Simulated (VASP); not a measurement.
ZnS: single point with PBE

Crystal: ZnS.

```
Zn S
1.0
    -3.81100    0.00000    0.00000
    -1.90550   -3.30042    0.00000
    -0.38110    0.00000   12.46800
Zn S
4 4
Direct
  0.26796 0.33333 0.65375
  0.31796 0.33333 0.15375
  0.57629 0.66667 0.90375
  0.62629 0.66667 0.40375
  0.24871 0.33333 0.84625
  0.29871 0.33333 0.34625
  0.65704 0.66667 0.09625
  0.60704 0.66667 0.59625
```

This cell differs from its parent crystal: the part above a cut slid along it.

```json
{"Program": "VASP 6.6.1", "Task": "single point", "Functional": "PBE", "Potentials or basis": "VASP PAW PBE potentials, release 64 (Zn, S)", "Cutoff": "500 eV", "k mesh": "8 × 8 × 3", "Occupations": "gaussian, width 0.05 eV", "Spin": "no spin polarisation"}
```

| Quantity | Value |
| --- | --- |
| Pressure | 2.4 GPa |
| Largest force | 0.466 eV/Å |
| Band gap on the k mesh | 2.17 eV |

Forces in eV/Å, atoms in the order of the input:
```
Zn  -0.017  0.001  0.309
Zn  -0.020  0.017  0.327
Zn  -0.114 -0.005  0.378
Zn   0.002  0.001  0.308
S   -0.110  0.017 -0.310
S    0.018 -0.002 -0.307
S    0.244 -0.031 -0.396
S   -0.003  0.001 -0.310
```

Stress tensor (GPa, compression positive):
```
 3.05 -0.27  0.80
-0.27  3.17 -0.06
 0.80 -0.06  1.03
```

Levels at points of the mesh, in eV from the valence-band top:
```tsv
k point	band 33	band 34	band 35	band 36	band 37	band 38	band 39	band 40
(0.00, 0.00, 0.00)	-0.49	-0.13	-0.07	0.00	2.17	2.95	3.43	3.47
(0.50, 0.00, 0.00)	-1.69	-1.58	-1.41	-1.04	3.35	3.53	3.59	4.26
(0.50, 0.50, 0.00)	-1.69	-1.61	-1.46	-1.04	3.49	3.59	3.70	4.12
(0.00, 0.50, 0.00)	-1.61	-1.59	-1.51	-1.04	3.49	3.56	3.58	4.16
```

Wall time 12 min on 1 thread of AMD EPYC 7R43 64-Core Processor (Zen 3) (shared host), peak memory 0.55 GiB.

Caveat: the cell differs from its parent crystal (the part above a cut slid along it). A k mesh can miss the band edges.
